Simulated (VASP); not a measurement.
## Rb16Li (a cell with a defect): single point with PBE

Rb16Li (a cell with a defect):

```
Rb Li
1.0
    11.18000    0.00000    0.00000
     0.00000   11.18000    0.00000
     0.00000    0.00000   11.18000
Rb Li
16 1
Cartesian
  -0.3401 0.0028 0.2357
  5.5121 -0.0031 -0.4542
  0.2608 5.5960 0.0975
  -0.3327 0.0024 5.3567
  3.1362 2.5586 2.7930
  5.4922 5.5830 -0.1209
  5.5257 -0.0026 6.0256
  8.4651 3.2521 2.7973
  0.2592 5.5965 5.4933
  3.1261 8.6183 2.7933
  2.5340 2.6977 8.3808
  5.4905 5.5837 5.7159
  8.4461 7.9538 2.7968
  8.4823 2.9152 8.3901
  2.5362 8.4812 8.3803
  8.4847 8.2579 8.3894
  6.9853 0.0290 2.7743
```

```yaml
Program: VASP 6.6.1
Task: single point
Functional: PBE
Potentials_or_basis: VASP PAW PBE potentials, release 64 (Rb_sv, Li_sv)
Cutoff: 520 eV
k_mesh: 1 × 1 × 1
Occupations: fermi-dirac, width 0.1 eV
Spin: no spin polarisation
```

```yaml
Largest_force: 0.014 eV/Å
Band_gap_on_the_k_mesh: zero (an odd number of electrons rules out a gap without spin polarisation)
```

Forces in eV/Å, atoms in the order of the input:
```
Rb   0.000  0.000  0.004
Rb   0.000 -0.001 -0.010
Rb   0.009 -0.001  0.005
Rb  -0.003  0.000 -0.005
Rb   0.000 -0.003  0.000
Rb  -0.005  0.001 -0.012
Rb   0.002 -0.001  0.008
Rb   0.000  0.011  0.001
Rb   0.008 -0.001 -0.005
Rb   0.003  0.005  0.000
Rb  -0.009 -0.005  0.001
Rb  -0.003  0.001  0.011
Rb  -0.003 -0.007  0.001
Rb   0.005  0.013 -0.001
Rb  -0.008  0.005  0.001
Rb   0.003 -0.011 -0.001
Li   0.000 -0.006  0.003
```

Levels at points of the mesh, in eV from the Fermi level:
| k point | band 70 | band 71 | band 72 | band 73 | band 74 | band 75 |
| --- | --- | --- | --- | --- | --- | --- |
| (0.00, 0.00, 0.00) | -0.68 | -0.68 | -0.64 | 0.04 | 0.08 | 0.08 |

It took 110 s on 1 thread of Intel(R) Xeon(R) 6975P-C (Granite Rapids), on a shared host, peak memory 0.99 GiB.

Caveat: the k points lie up to 0.56 Å⁻¹ apart, too coarse for converged energies and pressures of a metal.
